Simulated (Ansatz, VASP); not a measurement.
# Two plane-wave programs on Ti12HN12

File INCAR:

```
SYSTEM = Ti12HN12
ALGO = Normal
DIPOL = 0.5 0.5 0.290
EDIFF = 1E-6
ENCUT = 520
GGA = PE
IDIPOL = 3
ISIF = 2
ISMEAR = 0
IVDW = 12
LASPH = .TRUE.
LCHARG = .FALSE.
LDIPOL = .TRUE.
LREAL = Auto
LWAVE = .FALSE.
NBANDS = 120
NELM = 100
PREC = Accurate
SIGMA = 0.1
```

File KPOINTS:

```
k-points
0
G
  5 5 1
  0 0 0
```

Contents of POSCAR:

```
Ti12HN12
1.0
    5.9473589866      0.0000000000      0.0000000000
    0.0000000000      5.9473589866      0.0000000000
    0.0000000000      0.0000000000     21.6533569277
Ti N H
12 12 1
Direct
    0.2500000000      0.2500000000      0.1847288628
    0.2500000000      0.7500000000      0.1847288628
    0.7500000000      0.2500000000      0.1847288628
    0.7500000000      0.7500000000      0.1847288628
    0.0000000000      0.0000000000      0.2801771125
    0.0000000000      0.5000000000      0.2801771125
    0.5000000000      0.0000000000      0.2801771125
    0.5000000000      0.5000000000      0.2801771125
    0.2500000000      0.2500000000      0.3715894834
    0.2500000000      0.7500000000      0.3715894834
    0.7500000000      0.2500000000      0.3715894834
    0.7500000000      0.7500000000      0.3715894834
    0.0000000000      0.0000000000      0.1847288628
    0.0000000000      0.5000000000      0.1847288628
    0.5000000000      0.0000000000      0.1847288628
    0.5000000000      0.5000000000      0.1847288628
    0.2500000000      0.2500000000      0.2786780157
    0.2500000000      0.7500000000      0.2786780157
    0.7500000000      0.2500000000      0.2786780157
    0.7500000000      0.7500000000      0.2786780157
    0.0000000000      0.0000000000      0.3811583098
    0.0000000000      0.5000000000      0.3811583098
    0.5000000000      0.0000000000      0.3811583098
    0.5000000000      0.5000000000      0.3811583098
    0.1666666667      0.1666666667      0.5381778431
```

Input for Ansatz:

```yaml
crystal:
  lattice:
    - [5.9473589866, 0.0, 0.0]
    - [0.0, 5.9473589866, 0.0]
    - [0.0, 0.0, 21.6533569277]
  atoms:
    - { symbol: Ti, position: [0.25, 0.25, 0.1847288628] }
    - { symbol: Ti, position: [0.25, 0.75, 0.1847288628] }
    - { symbol: Ti, position: [0.75, 0.25, 0.1847288628] }
    - { symbol: Ti, position: [0.75, 0.75, 0.1847288628] }
    - { symbol: "N", position: [0.0, 0.0, 0.1847288628] }
    - { symbol: "N", position: [0.0, 0.5, 0.1847288628] }
    - { symbol: "N", position: [0.5, 0.0, 0.1847288628] }
    - { symbol: "N", position: [0.5, 0.5, 0.1847288628] }
    - { symbol: Ti, position: [0.0, 0.0, 0.2801771125] }
    - { symbol: Ti, position: [0.0, 0.5, 0.2801771125] }
    - { symbol: Ti, position: [0.5, 0.0, 0.2801771125] }
    - { symbol: Ti, position: [0.5, 0.5, 0.2801771125] }
    - { symbol: "N", position: [0.25, 0.25, 0.2786780157] }
    - { symbol: "N", position: [0.25, 0.75, 0.2786780157] }
    - { symbol: "N", position: [0.75, 0.25, 0.2786780157] }
    - { symbol: "N", position: [0.75, 0.75, 0.2786780157] }
    - { symbol: Ti, position: [0.25, 0.25, 0.3715894834] }
    - { symbol: Ti, position: [0.25, 0.75, 0.3715894834] }
    - { symbol: Ti, position: [0.75, 0.25, 0.3715894834] }
    - { symbol: Ti, position: [0.75, 0.75, 0.3715894834] }
    - { symbol: "N", position: [0.0, 0.0, 0.3811583098] }
    - { symbol: "N", position: [0.0, 0.5, 0.3811583098] }
    - { symbol: "N", position: [0.5, 0.0, 0.3811583098] }
    - { symbol: "N", position: [0.5, 0.5, 0.3811583098] }
    - { symbol: H, position: [0.1666666667, 0.1666666667, 0.5381778431] }
basis:
  ecutwfc: 420
kpoints:
  mp_grid: { grid: [5, 5, 1] }
hamiltonian:
  xc: pbe
  pseudopotentials: { kind: paw, azcp: { folder: soft_1 } }
  dispersion: d3bj
scf:
  occupations: { method: gaussian, width: 0.1 }
output:
  forces: true
  eigenvalues: true
  write_density: true
  write_potential: true
  elf: true
  volumetric_format: npy
efield:
  axis: 3
  dipole_correction: true
  ramp_width: 0.04
```

Alike in both runs: task single point; functional PBE; dispersion D3(BJ); k mesh 5 × 5 × 1; occupations gaussian, width 0.1 eV; no spin polarisation.

|  | VASP | Ansatz |
| --- | --- | --- |
| version | VASP 6.6.1 | Ansatz 0.2.0 |
| potentials or method | VASP PAW PBE potentials, release 64 (Ti_sv, N, H), cutoff 520 eV | scalar-relativistic, plane waves, PAW |
| valence electrons in the cell | 205 | 205 |

```tsv
	VASP	Ansatz	Ansatz less VASP
gap on the k mesh at the Fermi level (eV)	none	none	-
rms of the force components (eV/Å)	0.625	0.622	-0.0032
```

A gap of «none» marks a metal or a gap that the smearing closes. Ansatz's warnings: vacuum below fermi, vacuum density over bound, xc potential rough in thin density.
